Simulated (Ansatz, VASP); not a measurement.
**One calculation of MoRu2, two programs**

```
CELL_PARAMETERS angstrom
4.78110 0.00000 0.00000
-2.39055 4.14055 0.00000
0.00000 0.00000 4.37365
ATOMIC_POSITIONS crystal
Mo 0.66667 0.33333 0.00000
Mo 0.33333 0.66667 0.00000
Ru 0.00000 0.00000 0.00000
Ru 0.00000 0.33081 0.50000
Ru 0.66919 0.66919 0.50000
Ru 0.33081 0.00000 0.50000
```

Alike in both runs: task single point; functional PBE; k mesh 6 × 6 × 4; occupations gaussian, width 0.1 eV; no spin polarisation.

|  | VASP | Ansatz |
| --- | --- | --- |
| version | VASP 6.6.1 | Ansatz 0.2.0 |
| potentials or method | VASP PAW PBE potentials, release 64 (Mo_sv, Ru_pv), cutoff 520 eV | scalar-relativistic, plane waves, PAW |
| valence electrons in the cell | 84 | 92 |

```csv
,VASP,Ansatz,Ansatz less VASP
gap on the k mesh at the Fermi level (eV),none,none,-
pressure (GPa),-0.1,-0.3,-0.17
"traceless stress, the component that is largest in VASP (GPa)",-1.09,-1.09,-0.004
rms of the force components (eV/Å),0.010,0.012,+0.0021
```

Atom by atom the forces differ by 0.002 eV/Å (rms over components). A gap of «none» marks a metal or a gap that the smearing closes. The functional is the same, so the differences come from potentials, cutoffs and numerics. VASP's potentials hold 84 valence electrons a cell and Ansatz's 92, so a difference there can come from the potentials and not from the codes.
